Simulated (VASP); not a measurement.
Wanted: the native input for a VASP 6.6.1 run.

| Property | Result |
| --- | --- |
| Task | relaxation of cell and atoms |
| Functional | PBEsol |
| Potentials or basis | VASP PAW PBE potentials, release 64 (S) |
| Cutoff | 600 eV |
| k mesh | 6 × 6 × 4 |
| Occupations | gaussian, width 0.1 eV |
| Spin | no spin polarisation |
| Dipole correction | no |
| Further INCAR settings | ALGO = Normal; EDIFF = 1e-07; IBRION = 2; EDIFFG = -0.04; NSW = 90; ISIF = 3 |

The structure of S lies in POSCAR:

```
S
1.0
    4.4186788847      0.0000000000      0.0000000000
   -2.2093394424      3.8266881653      0.0000000000
    0.0000000000      0.0000000000      5.0131391094
S
3
Direct
    0.2254000000      0.0000000000      0.3333333333
    0.0000000000      0.2254000000      0.6666666667
    0.7746000000      0.7746000000      0.0000000000
```

The input as run:

INCAR

```
SYSTEM = S
PREC = Accurate ; ENCUT = 600
EDIFF = 1E-7 ; ISMEAR = 0
SIGMA = 0.1 ; LREAL = .False.
LASPH = .True. ; NELM = 100
ALGO = Normal ; ISIF = 3
LWAVE = .False. ; LCHARG = .False.
GGA = PS ; IBRION = 2
NSW = 90 ; EDIFFG = -0.04
```

KPOINTS

```
Automatic mesh
0
Gamma
  6 6 4
  0 0 0
```

Potentials or basis: VASP PAW PBE potentials, release 64 (S).

Command:

```sh
$ cat potpaw_PBE.64/S/POTCAR > POTCAR
$ mpirun -np 1 vasp_std > vasp.out
```

It gave:

```
Relaxed volume                         : 24.85 Å³/atom
Relaxed cell                           : a = 4.430 Å, b = 4.430 Å, c = 4.386 Å, α = 90.00°, β = 90.00°, γ = 120.00°
Space group after relaxing (to 0.05 Å) : P3_121 (No. 152)
Energy gained by relaxing              : 510.3 meV/atom
Ionic steps                            : 15
Pressure after relaxing                : 0.0 GPa
Band gap on the k mesh                 : 1.96 eV, indirect (least direct gap 2.29 eV)
```

Caveat: the PAW data sets were made with another functional, which shifts forces and pressure a little.

It took 3.5 min on 1 thread of Intel(R) Xeon(R) Platinum 8559C (Emerald Rapids), on a shared host, peak memory 0.22 GiB.
